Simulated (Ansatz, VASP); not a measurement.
# One calculation of Al5Rh, two programs

File INCAR:

```
PREC = Accurate
ENCUT = 520
EDIFF = 1E-7
ISMEAR = 0
SIGMA = 0.1
LREAL = F
LASPH = T
NELM = 150
ALGO = Fast
ISIF = 2
LWAVE = F
LCHARG = T
ISPIN = 2
MAGMOM = 0 0 0 0 0 1
LORBIT = 11
LMAXMIX = 4
GGA = PE
LELF = T
LVHAR = T
NBANDS = 28
```

File KPOINTS:

```
Automatic mesh
0
Gamma
  4 4 4
```

File POSCAR:

```
Al5Rh
1.0
    0.0000000000      3.6284966882      3.6284966882
    3.6284966882      0.0000000000      3.6284966882
    3.6284966882      3.6284966882      0.0000000000
Al Rh
5 1
Direct
    0.1248662808      0.6250445731      0.6250445731
    0.6250445731      0.1248662808      0.6250445731
    0.2500000000      0.2500000000      0.2500000000
    0.6250445731      0.6250445731      0.1248662808
    0.6250445731      0.6250445731      0.6250445731
    0.0000000000      0.0000000000      0.0000000000
```

Input for Ansatz:

```yaml
crystal:
  lattice:
    - [0.0, 3.6284966882, 3.6284966882]
    - [3.6284966882, 0.0, 3.6284966882]
    - [3.6284966882, 3.6284966882, 0.0]
  atoms:
    - { symbol: Al, position: [0.1248662808, 0.6250445731, 0.6250445731] }
    - { symbol: Al, position: [0.6250445731, 0.1248662808, 0.6250445731] }
    - { symbol: Al, position: [0.25, 0.25, 0.25] }
    - { symbol: Al, position: [0.6250445731, 0.6250445731, 0.1248662808] }
    - { symbol: Al, position: [0.6250445731, 0.6250445731, 0.6250445731] }
    - { symbol: Rh, position: [0.0, 0.0, 0.0], spin: 1.0 }
basis:
  ecutwfc: 420
kpoints:
  mp_grid: { grid: [4, 4, 4] }
hamiltonian:
  xc: pbe
scf:
  occupations: { method: gaussian, width: 0.1 }
  lower_state_search: "off"
output:
  forces: true
  stress: true
  eigenvalues: true
  populations: true
magnetization:
  spin_polarized: true
```

Change from the starting cell: species swapped into the CaAu5 type (F-43m, No. 216).

Alike in both runs: task single point; functional PBE; k mesh 4 × 4 × 4; occupations gaussian, width 0.1 eV; collinear spin.

|  | VASP | Ansatz |
| --- | --- | --- |
| version | VASP 6.6.1 | Ansatz 0.2.0 |
| potentials or method | VASP PAW PBE potentials, release 64 (Al, Rh_pv), cutoff 520 eV | scalar-relativistic, plane waves, PAW |
| valence electrons in the cell | 30 | 32 |

```tsv
	VASP	Ansatz	Ansatz less VASP
gap on the k mesh at the Fermi level (eV)	none	none	-
pressure (GPa)	0.3	0.3	+0.01
rms of the force components (eV/Å)	0.010	0.009	-0.0006
net moment per atom (μB)	0.05	0.05	0.000
size of the moment on the site where the two differ most (μB)	0.01	0.03	+0.018
```

Site moments also hang on the region over which each program counts them. Atom by atom the forces differ by 0.001 eV/Å (rms over components). A gap of «none» marks a metal or a gap that the smearing closes. VASP's potentials hold 30 valence electrons a cell and Ansatz's 32, so a difference there can come from the potentials and not from the codes.

The k mesh is coarse, so the values compare programs but aren't converged.
